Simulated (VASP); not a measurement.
A run of VASP 6.6.1 is set up as follows.

File INCAR:

```
PREC     = Accurate       # precision mode
ENCUT    = 520            # plane-wave cutoff, eV
EDIFF    = 1E-7           # SCF threshold, eV
ISMEAR   = 0              # smearing method
SIGMA    = 0.1            # smearing width, eV
LREAL    = F              # projectors in reciprocal space
LASPH    = T              # aspherical terms in the spheres
NELM     = 100            # most SCF steps
ALGO     = Normal         # electronic algorithm
ISIF     = 2              # what is computed and relaxed
LWAVE    = F              # write WAVECAR
LCHARG   = F              # write CHGCAR
LDIPOL   = T            
IDIPOL   = 3            
DIPOL    = 0.5 0.5 0.307
NBANDS   = 38             # bands
```

Contents of KPOINTS:

```
Automatic mesh
0
Gamma
  6 3 1
```

The input POSCAR:

```
HC6
1.0
    4.8895256614      0.0000000000      0.0000000000
   -1.2223814153      8.7849592876      0.0000000000
    0.0000000000      0.0000000000     22.7474729025
C H
12 2
Direct
    0.0193612757      0.0774451030      0.1758437088
    0.5193612758      0.0774451030      0.1758437088
    0.2742015947      0.0968063788      0.2059542860
    0.7742015947      0.0968063788      0.2059542860
    0.2838822326      0.1355289303      0.2661754406
    0.7838822326      0.1355289303      0.2661754406
    0.0386279421      0.1545151615      0.2955067254
    0.5386279421      0.1545151615      0.2955067254
    0.0488684834      0.1954807970      0.3583587359
    0.5488684834      0.1954807970      0.3583587359
    0.3031723044      0.2126952264      0.3845470194
    0.8031723044      0.2126952264      0.3845470194
    0.0488684834      0.1289050446      0.4605994234
    0.0488684834      0.2620565494      0.4605994234
```

Potentials or basis: VASP PAW LDA potentials, release 64 (C, H).

Command:

```sh
$ cat potpaw_LDA.64/C/POTCAR potpaw_LDA.64/H/POTCAR > POTCAR
$ mpirun -np 1 vasp_std > vasp.out
```

(1) What does it give for the largest force?

(2) What does it give for the band gap on the k mesh?

## Answers

(1) 3.758 eV/Å.

(2) 0.05 eV.
